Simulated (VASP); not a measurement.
## Br: single point with r2SCAN

Crystal: Br.

```
Br
1.0
     3.07014    0.00000    0.00000
     0.00000    3.07014    0.00000
     0.00000    0.00000    3.07014
Br
1
Direct
  0.00000 0.00000 0.00000
```

* Program: VASP 6.6.1
* Task: single point
* Functional: r2SCAN
* Potentials or basis: VASP PAW PBE potentials, release 64 (Br)
* Cutoff: 520 eV
* k mesh: 8 × 8 × 8
* Occupations: fermi-dirac, width 0.05 eV
* Spin: no spin polarisation

* Pressure: 0.3 GPa
* Band gap on the k mesh: zero (an odd number of electrons rules out a gap without spin polarisation)

Levels at points of the mesh, in eV from the Fermi level:
```csv
k point,band 1,band 2,band 3,band 4,band 5,band 6
"(0.00, 0.00, 0.00)",-16.31,-0.08,-0.08,-0.08,7.20,9.59
"(0.50, 0.00, 0.00)",-15.32,-5.18,0.61,0.61,10.71,11.23
"(0.50, 0.50, 0.00)",-14.37,-4.07,-4.07,1.23,5.71,12.93
"(0.50, 0.50, 0.50)",-13.46,-3.12,-3.12,-3.12,8.15,8.15
```

It took 31 s on 1 thread of Intel Xeon 8259CL, on a shared host, peak memory 0.14 GiB.

Caveat: the PAW data sets were made with another functional, which shifts forces and pressure a little; an odd number of electrons without spin polarisation forces a metal; a magnetic or distorted state may lie lower.
